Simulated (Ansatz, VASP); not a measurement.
ZnO: VASP beside Ansatz

INCAR

```
SYSTEM = ZnO
ALGO = Normal
EDIFF = 1E-6
ENCUT = 910
GGA_COMPAT = .False.
ISIF = 2
ISMEAR = 0
LASPH = .True.
LCHARG = .True.
LELF = .True.
LREAL = .False.
LVHAR = .True.
LWAVE = .False.
NBANDS = 16
NELM = 120
PREC = Accurate
SIGMA = 0.02
```

File KPOINTS:

```
k-points
0
Gamma
  12 12 12
  0 0 0
```

File POSCAR:

```
ZnO
1.0
    0.0000000000      2.1648613428      2.1648613428
    2.1648613428      0.0000000000      2.1648613428
    2.1648613428      2.1648613428      0.0000000000
Zn O
1 1
Direct
    0.0000000000      0.0000000000      0.0000000000
    0.5000000000      0.5000000000      0.5000000000
```

Input for Ansatz:

```yaml
crystal:
  lattice:
    - [0.0, 2.1648613428, 2.1648613428]
    - [2.1648613428, 0.0, 2.1648613428]
    - [2.1648613428, 2.1648613428, 0.0]
  atoms:
    - { symbol: Zn, position: [0.0, 0.0, 0.0] }
    - { symbol: O, position: [0.5, 0.5, 0.5] }
basis:
  ecutwfc: 420
kpoints:
  mp_grid: { grid: [12, 12, 12] }
  band_path:
    path:
      - [[0.0, 0.0, 0.0], [0.5, 0.0, 0.5], [0.625, 0.25, 0.625]]
      - [[0.375, 0.375, 0.75], [0.0, 0.0, 0.0], [0.5, 0.5, 0.5], [0.5, 0.25, 0.75], [0.5, 0.0, 0.5]]
    npoints: 14
hamiltonian:
  xc: lda
scf:
  occupations: { method: gaussian, width: 0.02 }
  n_extra_bands: 6
output:
  forces: true
  stress: true
  eigenvalues: true
  populations: true
  dos: { projected: true, de: 0.02, nscf_kmesh: { grid: [18, 18, 18] } }
  bader: true
  write_density: true
  write_potential: true
  elf: true
  volumetric_format: npy
```

Alike in both runs: task single point; functional LDA; k mesh 12 × 12 × 12; occupations gaussian, width 0.02 eV; no spin polarisation.

```csv
,VASP,Ansatz
version,VASP 6.6.1,Ansatz 0.2.0
potentials or method,"VASP PAW LDA potentials, release 64 (Zn, O_h), cutoff 910 eV","scalar-relativistic, plane waves, PAW"
valence electrons in the cell,18,18
```

VASP gave:

| Property | Result |
| --- | --- |
| gap on the k mesh at the Fermi level (eV) | 0.71 |
| least direct gap on the mesh (eV) | 1.95 |

Problem. What did Ansatz give for the same quantities?

Solution. gap on the k mesh at the Fermi level (eV): 0.71; least direct gap on the mesh (eV): 1.96.

LDA's correlation is that of Perdew and Zunger in VASP and of Perdew and Wang (1992) in Ansatz.

Noted on VASP's run: the cutoff is short for stress, so the pressure is rough.
